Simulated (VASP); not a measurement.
The system is Mg.

```
CELL_PARAMETERS angstrom
3.20930 0.00000 0.00000
-1.60465 2.77934 0.00000
0.00000 0.00000 5.21030
ATOMIC_POSITIONS crystal
Mg 0.33333 0.66667 0.25000
Mg 0.66667 0.33333 0.75000
```

| Quantity | Value |
| --- | --- |
| Program | VASP 6.6.1 |
| Task | relaxation of volume and atoms at fixed shape |
| Functional | LDA |
| Potentials or basis | VASP PAW LDA potentials, release 64 (Mg) |
| Cutoff | 600 eV |
| k mesh | 6 × 6 × 4 |
| Occupations | methfessel-paxton, width 0.05 eV |
| Spin | no spin polarisation |

At the start: pressure -2.8 GPa; volume 23.24 Å³/atom.

Question: Where does the relaxation end?

Answer: Over 3 steps the energy falls by 17.0 meV/atom and the volume is 21.46 Å³/atom (-7.7 %); space group P6_3/mmc (No. 194, to 0.1 Å) before and after.

Step by step:
```csv
step,energy change (eV),largest force (eV/Å),pressure (GPa),volume (Å³)
1,0.0000,0.0000,-2.83,46.47
2,-0.0317,0.0000,-0.82,43.77
3,-0.0340,0.0000,-0.03,42.91
```

Final structure:
```
Mg
1.0
     3.12512    0.00000    0.00000
    -1.56256    2.70644    0.00000
     0.00000    0.00000    5.07364
Mg
2
Direct
  0.33333 0.66667 0.25000
  0.66667 0.33333 0.75000
```

Caveat: the k points lie up to 0.39 Å⁻¹ apart in the final cell, too coarse for converged energies and pressures of a metal.
